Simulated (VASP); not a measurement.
# Pd in VASP: single point with BLYP

Aim: the single point of Pd with BLYP.

Program: VASP 6.6.1. These are calculated values, not measurements. Logs are shortened: lines on timing, memory, paths and dates and some standing lists are left out, and cuts for length are marked.

### Step 1. The cell of the first run

The cell holds a single atom in a box, 1 atom: a = 14.000 Å, b = 14.400 Å, c = 14.800 Å, α = 90.00°, β = 90.00°, γ = 90.00°.

### Step 2. Single point, BLYP, collinear spin

The input, INCAR:

```
SYSTEM = Pd
PREC = Accurate ; ENCUT = 400
EDIFF = 1E-6 ; ISMEAR = -1
SIGMA = 0.01 ; LREAL = .FALSE.
LASPH = .TRUE. ; NELM = 200
ALGO = Normal ; ISIF = 2
LWAVE = .FALSE. ; LCHARG = .FALSE.
ISPIN = 2 ; MAGMOM = 2
LORBIT = 11 ; LMAXMIX = 4
GGA = B5 ; ALDAX = 1.0
AGGAX = 1.0 ; AGGAC = 1.0
ALDAC = 0.0 ; NBANDS = 15
ISYM = 0 ; GGA_COMPAT = .FALSE.
```

The input, KPOINTS:

```
Automatic mesh
0
G
  1 1 1
  0 0 0
```

The input, POSCAR:

```
Pd
1.0
   14.0000000000      0.0000000000      0.0000000000
    0.0000000000     14.4000000000      0.0000000000
    0.0000000000      0.0000000000     14.8000000000
Pd
1
Direct
    0.5000000000      0.5000000000      0.5000000000
```

Potentials or basis: VASP PAW PBE potentials, release 64 (Pd).

The run is started by

```sh
cat potpaw_PBE.64/Pd/POTCAR > POTCAR
mpirun -np 1 vasp_gam > vasp.out
```

OUTCAR:

```text
SYSTEM = Pd
   PREC = Accurate
   ENCUT = 400
   EDIFF = 1E-6
   ISMEAR = -1
   LREAL = .FALSE.
   LASPH = .TRUE.
   NELM = 200
   ISIF = 2
   ISPIN = 2
   LORBIT = 11
   GGA = B5
   ISYM = 0

 ion  position               nearest neighbor table
   1  0.500  0.500  0.500-

IMPORTANT INFORMATION: All symmetrisations will be switched off!
NOSYMM: (Re-)initialisation of all symmetry stuff for point group C_1.

----------------------------------------------------------------------------------------

                                     Primitive cell

  volume of cell :    2983.6800

  direct lattice vectors                    reciprocal lattice vectors
    14.000000000  0.000000000  0.000000000     0.071428571  0.000000000  0.000000000
     0.000000000 14.400000000  0.000000000     0.000000000  0.069444444  0.000000000
     0.000000000  0.000000000 14.800000000     0.000000000  0.000000000  0.067567568

  length of vectors
    14.000000000 14.400000000 14.800000000     0.071428571  0.069444444  0.067567568

  position of ions in fractional coordinates (direct lattice)
     0.500000000  0.500000000  0.500000000

  ion indices of the primitive-cell ions
   primitive index   ion index
                 1           1

----------------------------------------------------------------------------------------

 KPOINTS: Automatic mesh

Automatic generation of k-mesh.
 Grid dimensions read from file:
 generate k-points for:    1    1    1

 Generating k-lattice:

  Cartesian coordinates                     Fractional coordinates (reciprocal lattice)
     0.071428571  0.000000000  0.000000000     1.000000000  0.000000000  0.000000000
     0.000000000  0.069444444  0.000000000     0.000000000  1.000000000  0.000000000
     0.000000000  0.000000000  0.067567568     0.000000000  0.000000000  1.000000000

  Length of vectors
     0.071428571  0.069444444  0.067567568

  Shift w.r.t. Gamma in fractional coordinates (k-lattice)
     0.000000000  0.000000000  0.000000000

 Subroutine IBZKPT returns following result:
 ===========================================

 Found      1 irreducible k-points:

 Following reciprocal coordinates:
            Coordinates               Weight
  0.000000  0.000000  0.000000      1.000000
   k-points           NKPTS =      1   k-points in BZ     NKDIM =      1   number of bands    NBANDS=     15
   number of dos      NEDOS =    301   number of ions     NIONS =      1
   total plane-waves  NPLWV = 903168
   dimension x,y,z NGX =    96 NGY =   96 NGZ =   98
   dimension x,y,z NGXF=   192 NGYF=  192 NGZF=  196
   ions per type =               1
   NGX,Y,Z   is equivalent  to a cutoff of  11.40, 11.08, 11.01 a.u.
   NGXF,Y,Z  is equivalent  to a cutoff of  22.80, 22.17, 22.02 a.u.
 SYSTEM =  Pd
[... 34 lines left out ...]
   GGA     = B5    functional components
   LHFCALC =     F    Hartree Fock is set to
   AEXX    =    0.0000 exact exchange contribution
   IVDW    =     0    specifies the selected vdW correction
   LEPSILON=     F    determine dielectric tensor
   LRPA    =     F    only Hartree local field effects (RPA)
 spin polarized calculation
  energy-cutoff  :      400.00
  volume of cell :     2983.68
 maximum number of plane-waves:     27122
 NGX is ok and might be reduce to    90
   NGX = 45   NGY = 47   NGZ = 49

 number of electron      10.0000000 magnetization      -0.0003261

 number of electron      10.0000000 magnetization       0.0001499

 Free energy of the ion-electron system (eV)
  ---------------------------------------------------
  ext. energy  EPLUGINS =         0.00000000
  ---------------------------------------------------
  free energy    TOTEN  =        -1.37232172 eV

  energy without entropy =       -1.37232172  energy(sigma->0) =       -1.37232172

 E-fermi :  -3.6699     XC(G=0):  -0.2716

 val. band max:       -3.9222686580   @ k =   0.0000   0.0000   0.0000
 cond. band min:      -3.3492925039   @ k =   0.0000   0.0000   0.0000
 fundamental gap:      0.5729761541
 Fermi energy:        -3.6699029878

 spin component 1

 k-point     1 :       0.0000    0.0000    0.0000
  band No.  band energies     occupation
      1      -3.9244      1.00000
      2      -3.9243      1.00000
      3      -3.9232      1.00000
      4      -3.9226      1.00000
      5      -3.9223      1.00000
      6      -3.3493      0.00000
      7      -0.2168      0.00000
      8      -0.2096      0.00000
      9      -0.2067      0.00000
     10       0.0515      0.00000
     11       0.6839      0.00000
     12       0.7360      0.00000
     13       0.8700      0.00000
     14       0.8911      0.00000
     15       0.9075      0.00000
 Fermi energy:        -3.6699029878

 spin component 2

 k-point     1 :       0.0000    0.0000    0.0000
  band No.  band energies     occupation
      1      -3.9244      1.00000
      2      -3.9242      1.00000
      3      -3.9235      1.00000
      4      -3.9224      1.00000
      5      -3.9223      1.00000
      6      -3.3489      0.00000
      7      -0.2164      0.00000
      8      -0.2050      0.00000
      9      -0.2028      0.00000
     10       0.0546      0.00000
     11       0.6940      0.00000
     12       0.7354      0.00000
     13       0.8783      0.00000
     14       0.8825      0.00000
     15       0.9084      0.00000

------------------------ aborting loop because EDIFF is reached ----------------------------------------

  FORCE on cell =-STRESS in cart. coord.  units (eV):
  Direction    XX          YY          ZZ          XY          YZ          ZX
  --------------------------------------------------------------------------------------
  -------------------------------------------------------------------------------------
  Total       -0.0558135     -0.0549179     -0.0575361     -0.0016223      0.0001049      0.0006660
  in kB       -0.0299708     -0.0294899     -0.0308957     -0.0008711      0.0000563      0.0003576
  external PRESSURE =      -0.0301188 kB  Pullay stress =       0.0000000 kB

 VOLUME and BASIS-vectors are now :
 -----------------------------------------------------------------------------
  energy-cutoff  :      400.00
  volume of cell :     2983.68
      direct lattice vectors                 reciprocal lattice vectors
    14.000000000  0.000000000  0.000000000     0.071428571  0.000000000  0.000000000
     0.000000000 14.400000000  0.000000000     0.000000000  0.069444444  0.000000000
     0.000000000  0.000000000 14.800000000     0.000000000  0.000000000  0.067567568

 POSITION                                       TOTAL-FORCE (eV/Angst)
 -----------------------------------------------------------------------------------
      7.00000      7.20000      7.40000         0.000066     -0.000116      0.000042
 -----------------------------------------------------------------------------------
    total drift:                                0.000066     -0.000116      0.000042

  FREE ENERGIE OF THE ION-ELECTRON SYSTEM (eV)
  ---------------------------------------------------
  free  energy   TOTEN  =        -1.3723217197 eV

  energy  without entropy=       -1.3723217196  energy(sigma->0) =       -1.37232172

 total charge

# of ion       s       p       d       tot
------------------------------------------
    1        0.000   0.000   9.146   9.146

 magnetization (x)

# of ion       s       p       d       tot
------------------------------------------
    1        0.000  -0.000  -0.000  -0.000
```

OSZICAR:

```text
N       E                     dE             d eps       ncg     rms          rms(c)
DAV:   1     0.611274317468E+02    0.61127E+02   -0.11872E+03    60   0.261E+02
DAV:   2     0.225812472582E+02   -0.38546E+02   -0.33171E+02   120   0.283E+01
[... 26 lines left out ...]
DAV:  29    -0.137232141038E+01   -0.90635E-05   -0.87139E-05    60   0.708E-02    0.108E-03
DAV:  30    -0.137231872690E+01    0.26835E-05   -0.52889E-05    60   0.564E-02    0.102E-03
DAV:  31    -0.137231779019E+01    0.93671E-06   -0.26077E-05    60   0.395E-02    0.945E-04
DAV:  32    -0.137232216717E+01   -0.43770E-05   -0.51071E-05    60   0.549E-02    0.115E-03
DAV:  33    -0.137232102700E+01    0.11402E-05   -0.32609E-05    60   0.441E-02    0.119E-03
DAV:  34    -0.137232171965E+01   -0.69265E-06   -0.13851E-06    88   0.921E-03
   1 F= -.13723217E+01 E0= -.13723217E+01  d E =-.259953E-10  mag=     0.0001
```

It took 9.8 min on 1 thread of Intel Xeon Platinum 8259CL at 2.50GHz (Skylake/Cascade Lake), shared host; peak memory 2 GiB.

What came out:

```
Free energy                                           : -1.3723 eV
Pressure                                              : 0.0 GPa
Band gap on the k mesh                                : 0.57 eV
Net moment                                            : 0.00 μB per cell
Valence electrons inside the program's atomic spheres : Pd 9.15
```

Levels at points of the mesh, in eV from the valence-band top:
Spin up:
| k point | band 3 | band 4 | band 5 | band 6 | band 7 | band 8 |
| --- | --- | --- | --- | --- | --- | --- |
| (0.00, 0.00, 0.00) | 0.00 | 0.00 | 0.00 | 0.57 | 3.71 | 3.71 |
Spin down:
```tsv
k point	band 1	band 2	band 3	band 4	band 5	band 6	band 7	band 8	band 9	band 10
(0.00, 0.00, 0.00)	0.00	0.00	0.00	0.00	0.00	0.57	3.71	3.72	3.72	3.98
```

Caveat: the PAW data sets were made with another functional, which shifts forces and pressure a little.
